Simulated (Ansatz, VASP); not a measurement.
## One calculation of SrCl2, two programs

```
Sr Cl
1.0
     0.00000    3.49772    3.49772
     3.49772    0.00000    3.49772
     3.49772    3.49772    0.00000
Sr Cl
1 2
Direct
  0.00000 0.00000 0.00000
  0.25000 0.25000 0.25000
  0.75000 0.75000 0.75000
```

Alike in both runs: task single point; functional r2SCAN; k mesh 4 × 4 × 4; occupations gaussian, width 0.05 eV; no spin polarisation.

|  | VASP | Ansatz |
| --- | --- | --- |
| version | VASP 6.6.1 | Ansatz 0.2.0 |
| potentials or method | VASP PAW PBE potentials, release 64 (Sr_sv, Cl) | plane waves |
| plane-wave cutoff (eV) | 550 | 500 |
| valence electrons in the cell | 24 | 24 |

```tsv
	VASP	Ansatz	Ansatz less VASP
gap on the k mesh at the Fermi level (eV)	5.94	5.94	0.000
pressure (GPa)	0.0	0.0	-0.06
```

VASP's potentials were made for PBE, not for r2SCAN.
